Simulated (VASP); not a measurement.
Wanted: the native input for a VASP 6.6.1 run.

```yaml
Task: single point
Functional: LDA
Potentials_or_basis: VASP PAW LDA potentials, release 64 (Ru_pv)
Cutoff: 520 eV
k_mesh: 13 × 13 × 8
Occupations: methfessel-paxton, width 0.6 eV
Spin: no spin polarisation
Dipole_correction: no
Further_INCAR_settings: ALGO = Normal; EDIFF = 1e-06; NBANDS = 21
```

The structure of Ru lies in POSCAR:

```
Ru
1.0
    2.6775346364      0.0000000000      0.0000000000
   -1.3387673182      2.3188130146      0.0000000000
    0.0000000000      0.0000000000      4.2181251212
Ru
2
Direct
    0.3333333333      0.6666666667      0.2500000000
    0.6666666667      0.3333333333      0.7500000000
```

The input as run:

INCAR

```
  PREC = Accurate
  ENCUT = 520
  EDIFF = 1E-6
  ISMEAR = 1
  SIGMA = 0.6
  LREAL = False
  LASPH = True
  NELM = 80
  ALGO = Normal
  ISIF = 2
  LWAVE = False
  LCHARG = False
  GGA = CA
  NBANDS = 21
```

KPOINTS

```
regular mesh
0
Gamma
  13 13 8
```

Potentials or basis: VASP PAW LDA potentials, release 64 (Ru_pv).

Command:

```sh
$ cat potpaw_LDA.64/Ru_pv/POTCAR > POTCAR
$ mpirun -np 1 vasp_std > vasp.out
```

It gave:

The pressure is 0.6 GPa. The band gap on the k mesh is zero (bands 14 and 15 overlap by 3.29 eV).

Caveat: so wide a smearing shifts energies and pressures.

Run time: 24 s on 1 thread of Intel(R) Xeon(R) Platinum 8488C (Sapphire Rapids) (shared host), peak memory 0.15 GiB.
